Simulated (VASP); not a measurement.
Input of a VASP 6.6.1 run:

File INCAR:

```
PREC = Accurate ; ENCUT = 560
EDIFF = 1E-6 ; ISMEAR = 0
SIGMA = 0.15 ; LREAL = F
LASPH = T ; NELM = 120
ALGO = Normal ; ISIF = 2
LWAVE = F ; LCHARG = T
LELF = T ; LVHAR = T
NBANDS = 14 ; GGA_COMPAT = F
```

The input KPOINTS:

```
regular mesh
0
Gamma
  22 22 22
```

POSCAR

```
Re
1.0
    0.0000000000      2.1455348132      1.6735171543
    2.1455348132      0.0000000000      1.6735171543
    2.1455348132      2.1455348132      0.0000000000
Re
1
Direct
    0.0000000000      0.0000000000      0.0000000000
```

Potentials or basis: VASP PAW LDA potentials, release 64 (Re_sv_GW).

Run with:

```sh
$ cat potpaw_LDA.64/Re_sv_GW/POTCAR > POTCAR
$ mpirun -np 1 vasp_std > vasp.out
```

Problem. Predict the pressure.

Solution. -21.4 GPa.

Problem. What does it give for the band gap on the k mesh?

Solution. Zero (an odd number of electrons rules out a gap without spin polarisation).

Stress tensor (GPa, compression positive):
```
-24.36   0.00   0.00
  0.00 -24.36   0.00
  0.00   0.00 -15.41
```

Caveat: the stress differs along the axes, from -24 to -15 GPa; spin-orbit coupling is left out, which moves the levels of the heavy elements.
